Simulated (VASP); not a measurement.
A run of VASP 6.6.1 is set up as follows.

Contents of INCAR:

```
PREC = Accurate
ENCUT = 520
EDIFF = 1E-6
ISMEAR = 0
SIGMA = 0.1
LREAL = False
LASPH = True
NELM = 60
ALGO = Normal
ISIF = 2
LWAVE = False
LCHARG = False
LDIPOL = True
IDIPOL = 3
DIPOL = 0.5 0.5 0.355
GGA = PE
NBANDS = 42
```

File KPOINTS:

```
regular mesh
0
Gamma
  7 7 1
```

File POSCAR:

```
CuGe4
1.0
    4.0740542205      0.0000000000      0.0000000000
    0.0000000000      4.0740542205      0.0000000000
    0.0000000000      0.0000000000     19.8557568590
Ge Cu
4 1
Direct
    0.0000000000      0.5000000000      0.2014529100
    0.0000000000      0.0000000000      0.2739958855
    0.5000000000      0.0000000000      0.3493666156
    0.5000000000      0.5000000000      0.4208228837
    0.5000000000      0.6250000000      0.5315611271
```

Potentials or basis: VASP PAW PBE potentials, release 64 (Ge_d, Cu).

Launch:

```console
$ cat potpaw_PBE.64/Ge_d/POTCAR potpaw_PBE.64/Cu/POTCAR > POTCAR
$ mpirun -np 1 vasp_std > vasp.out
```

Problem. Predict the largest force.

Solution. 0.254 eV/Å.

Forces in eV/Å, atoms in the order of the input:
```
Ge   0.000  0.022 -0.103
Ge   0.000  0.059  0.137
Ge   0.000 -0.102  0.182
Ge   0.000  0.085 -0.239
Cu   0.000 -0.064  0.023
```
